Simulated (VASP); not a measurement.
MgS5: single point with PBE

The system is MgS5.

```
Mg S
1.0
     3.38220    0.00000    0.00000
    -1.69110    2.92907    0.00000
     0.00000    0.00000   17.09123
Mg S
1 5
Direct
  0.00000 0.00000 0.00000
  0.66667 0.33333 0.83495
  0.00000 0.00000 0.66732
  0.66667 0.33333 0.50000
  0.00000 0.00000 0.33268
  0.66667 0.33333 0.16505
```

```
Program             : VASP 6.6.1
Task                : single point
Functional          : PBE
Potentials or basis : VASP PAW PBE potentials, release 64 (Mg, S)
Cutoff              : 520 eV
k mesh              : 6 × 6 × 1
Occupations         : gaussian, width 0.1 eV
Spin                : no spin polarisation
```

```
Pressure               : -11.0 GPa
Largest force          : 0.878 eV/Å
Band gap on the k mesh : zero (band 16 reaches 2.01 eV, above the bottom of band 17 at 0.18 eV)
```

Forces in eV/Å, atoms in the order of the input:
```
Mg   0.000  0.000  0.000
S    0.000  0.000  0.878
S    0.000  0.000 -0.418
S    0.000  0.000  0.000
S    0.000  0.000  0.418
S    0.000  0.000 -0.878
```

Stress tensor (GPa, compression positive):
```
 -9.99   0.00   0.00
  0.00  -9.99   0.00
  0.00   0.00 -13.04
```

Levels at points of the mesh, in eV from the Fermi level:
| k point | band 13 | band 14 | band 15 | band 16 | band 17 | band 18 | band 19 | band 20 |
| --- | --- | --- | --- | --- | --- | --- | --- | --- |
| (0.00, 0.00, 0.00) | 0.83 | 0.91 | 0.91 | 0.98 | 0.98 | 1.13 | 1.13 | 1.21 |
| (0.50, 0.00, 0.00) | -0.56 | -0.29 | -0.22 | -0.08 | -0.06 | 0.09 | 0.38 | 0.57 |

Run time: 33 s on 1 thread of Intel(R) Xeon(R) Platinum 8375C CPU @ 2.90GHz (Ice Lake), with other jobs on the host, peak memory 0.29 GiB.

Caveat: the k points lie up to 0.37 Å⁻¹ apart.
